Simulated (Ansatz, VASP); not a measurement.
# EuO: VASP beside Ansatz

The input POSCAR:

```
EuO
1.0
    0.0000000000      2.5719519658      2.5719519658
    2.5719519658      0.0000000000      2.5719519658
    2.5719519658      2.5719519658      0.0000000000
Eu O
1 1
Direct
    0.5000000000      0.5000000000      0.5000000000
    0.0000000000      0.0000000000      0.0000000000
```

Contents of INCAR.step1:

```
SYSTEM = EuO
PREC = Accurate
ENCUT = 520
EDIFF = 1E-5
ISMEAR = 0
SIGMA = 0.05
LREAL = .FALSE.
LASPH = .TRUE.
NELM = 200
ALGO = Normal
ISIF = 2
LWAVE = .TRUE.
LCHARG = .FALSE.
ISPIN = 2
MAGMOM = 7.43 0
LORBIT = 11
LMAXMIX = 6
NBANDS = 22
GGA = PE
GGA_COMPAT = .FALSE.
KPAR = 4
```

INCAR.step2

```
SYSTEM = EuO
PREC = Accurate
ENCUT = 520
EDIFF = 1E-6
ISMEAR = 0
SIGMA = 0.05
LREAL = .FALSE.
LASPH = .TRUE.
NELM = 200
ALGO = Normal
ISIF = 2
LWAVE = .FALSE.
LCHARG = .FALSE.
ISPIN = 2
MAGMOM = 7.43 0
LORBIT = 11
LMAXMIX = 6
GGA = PE
LHFCALC = .TRUE.
AEXX = 0.4
PRECFOCK = Normal
NBANDS = 22
ISTART = 1
GGA_COMPAT = .FALSE.
KPAR = 4
```

The input KPOINTS:

```
Automatic mesh
0
G
  6 6 6
  0 0 0
```

Input for Ansatz:

```yaml
crystal:
  lattice:
    - [0.0, 2.5719519658, 2.5719519658]
    - [2.5719519658, 0.0, 2.5719519658]
    - [2.5719519658, 2.5719519658, 0.0]
  atoms:
    - { symbol: Eu, position: [0.5, 0.5, 0.5], spin: 7.43 }
    - { symbol: O, position: [0.0, 0.0, 0.0] }
basis:
  ecutwfc: 420
  ecutrho_ratio: 4
kpoints:
  mp_grid: { grid: [6, 6, 6] }
hamiltonian:
  xc: { exchange: pbe, correlation: pbe, exx: { coeff: 0.4 } }
scf:
  occupations: { method: gaussian, width: 0.05 }
  n_extra_bands: 13
output:
  forces: true
  stress: true
  eigenvalues: true
  populations: true
  hubbard: { sites: [{ species: Eu, l: f }] }
  dos: { projected: true, de: 0.02 }
  write_density: true
  write_potential: true
  elf: true
  volumetric_format: npy
magnetization:
  spin_polarized: true
checkpoint:
  read: start.run
  write: ck
  compress: false
  write_wavefunctions: false
  write_every: 100000
```

Alike in both runs: task single point; functional PBE-based global hybrid with a share of 0.4 of exact exchange; k mesh 6 × 6 × 6; occupations gaussian, width 0.05 eV; collinear spin.

|  | VASP | Ansatz |
| --- | --- | --- |
| version | VASP 6.6.1 | Ansatz 0.2.0 |
| potentials or method | VASP PAW PBE potentials, release 64 (Eu, O), cutoff 520 eV | scalar-relativistic, plane waves, PAW |
| valence electrons in the cell | 23 | 23 |

|  | VASP | Ansatz | Ansatz less VASP |
| --- | --- | --- | --- |
| gap on the k mesh at the Fermi level (eV) | 2.60 | 2.86 | +0.267 |
| least direct gap on the mesh (eV) | 2.75 | 3.03 | +0.279 |
| pressure (GPa) | -1.3 | -0.6 | +0.65 |
| net moment per atom (μB) | 3.50 | 3.50 | 0.000 |
| size of the moment on the site where the two differ most (μB) | 6.75 | 6.83 | +0.076 |

VASP's potentials were made for PBE, not for PBE-based global hybrid. Site moments also hang on the region over which each program counts them. One of these differences is far larger than is usual between the two programs; its cause wasn't traced. Ansatz's warnings: stability check not made, stress exchange threshold loose, stress scf threshold loose.

Neither program's run includes spin-orbit coupling.
